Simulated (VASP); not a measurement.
Runs of VASP 6.6.1 on WC (Qusongite). The structure is that of space group P-6m2 (No. 187), or close to it. The cells are those of the table. 

| task | potentials or basis | cell | cutoff (eV) | second run | gap on the mesh (eV) | pressure (GPa) |
| --- | --- | --- | --- | --- | --- | --- |
| relaxation of cell and atoms | VASP PAW LDA potentials, release 64 (W_sv, C) | relaxed from a = 2.906, b = 2.907, c = 2.837 Å, angles 90.0, 90.0, 120.0°, 2 atoms | 600 | - | none | -0.2 |
| relaxation of cell and atoms | VASP PAW LDA potentials, release 64 (W_sv, C) | relaxed to 20 GPa from a = 2.906, b = 2.907, c = 2.837 Å, angles 90.0, 90.0, 120.0°, 2 atoms | 600 | - | none | 20.0 |
| relaxation of cell and atoms | VASP PAW LDA potentials, release 64 (W_sv, C) | relaxed to 5 GPa from a = 2.906, b = 2.907, c = 2.837 Å, angles 90.0, 90.0, 120.0°, 2 atoms | 600 | - | none | 4.5 |
| single point | VASP PAW LDA potentials, release 64 (W_sv, C) | a = 2.862, b = 2.862, c = 2.793 Å, angles 90.0, 90.0, 120.0°, 2 atoms | 520 | - | none | 12.9 |
| single point | VASP PAW LDA potentials, release 64 (W_sv, C) | a = 2.840, b = 2.840, c = 2.777 Å, angles 90.0, 90.0, 120.0°, 2 atoms | 520 | - | none | (a) |
| single point | VASP PAW LDA potentials, release 64 (W_sv, C_h) | a = 2.885, b = 2.885, c = 2.810 Å, angles 90.0, 90.0, 120.0°, 2 atoms | 910 | hard_potentials | none | (b) |
| single point | VASP PAW LDA potentials, release 64 (W_sv, C) | a = 2.885, b = 2.885, c = 2.810 Å, angles 90.0, 90.0, 120.0°, 2 atoms | 520 | - | none | 2.7 |
| single point | VASP PAW LDA potentials, release 64 (W_sv, C_h) | a = 2.862, b = 2.862, c = 2.793 Å, angles 90.0, 90.0, 120.0°, 2 atoms | 910 | hard_potentials | none | 12.8 |

Alike in all rows: level LDA; no spin polarisation; k mesh 11 × 11 × 10; smearing fermi-dirac 0.2 eV.

Estimate the missing entries.

(a) 23.2; (b) 2.5.

Caveats: spin-orbit coupling is left out, which moves the levels of the heavy elements; the cell is relaxed towards a set pressure, so the enthalpy falls and the energy may rise (some runs); the cutoff is under 1.25 times the usual one of these potentials, so pressure, stress and relaxed cells hold a basis-set (Pulay) error (some runs).

A k mesh can miss the band edges, and the runs leave out spin-orbit coupling on W.

A gap of «none» marks levels without a gap at the run's occupations.
